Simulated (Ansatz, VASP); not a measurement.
**CuO in VASP and in Ansatz**

INCAR

```
SYSTEM = CuO
ALGO = Normal
EDIFF = 1E-6
ENCUT = 520
GGA = PS
ISIF = 2
ISMEAR = -1
LASPH = .TRUE.
LCHARG = .TRUE.
LELF = .TRUE.
LREAL = .FALSE.
LVHAR = .TRUE.
LWAVE = .FALSE.
NBANDS = 25
NELM = 60
PREC = Accurate
SIGMA = 0.05
```

File KPOINTS:

```
k-points
0
G
  9 9 5
  0 0 0
```

Contents of POSCAR:

```
CuO
1.0
    2.0300165018     -2.1957871937      0.0000000000
    2.0300165018      2.1957871937      0.0000000000
    0.0000000000      0.0000000000      5.2570503003
Cu O
2 2
Direct
    0.5000000000      0.0000000000      0.0000000000
    0.0000000000      0.5000000000      0.5000000000
    0.5000000000      0.5000000000      0.2500000000
    0.5000000000      0.5000000000      0.7500000000
```

File input.yaml:

```yaml
crystal:
  lattice:
    - [2.0300165018, -2.1957871937, 0.0]
    - [2.0300165018, 2.1957871937, 0.0]
    - [0.0, 0.0, 5.2570503003]
  atoms:
    - { symbol: Cu, position: [0.5, 0.0, 0.0] }
    - { symbol: Cu, position: [0.0, 0.5, 0.5] }
    - { symbol: O, position: [0.5, 0.5, 0.25] }
    - { symbol: O, position: [0.5, 0.5, 0.75] }
hamiltonian:
  xc: pbesol
  pseudopotentials: { kind: paw }
kpoints:
  mp_grid: { grid: [9, 9, 5] }
scf:
  occupations: { method: fermi_dirac, width: 0.05 }
output:
  forces: true
  stress: true
  eigenvalues: true
```

Alike in both runs: task single point; functional PBEsol; k mesh 9 × 9 × 5; occupations fermi-dirac, width 0.05 eV; no spin polarisation.

```csv
,VASP,Ansatz
version,VASP 6.6.1,Ansatz 0.2.0
potentials or method,"VASP PAW PBE potentials, release 64 (Cu, O)",Ansatz PAW
plane-wave cutoff (eV),520,420
valence electrons in the cell,34,50
```

```csv
,VASP,Ansatz,Ansatz less VASP
gap on the k mesh at the Fermi level (eV),none,none,-
pressure (GPa),-12.9,-13.4,-0.51
"traceless stress, the component that is largest in VASP (GPa)",-3.32,-3.53,-0.211
```

VASP's potentials were made for PBE, not for PBEsol. A gap of «none» marks a metal or a gap that the smearing closes. VASP's potentials hold 34 valence electrons a cell and Ansatz's 50, so a difference there can come from the potentials and not from the codes.
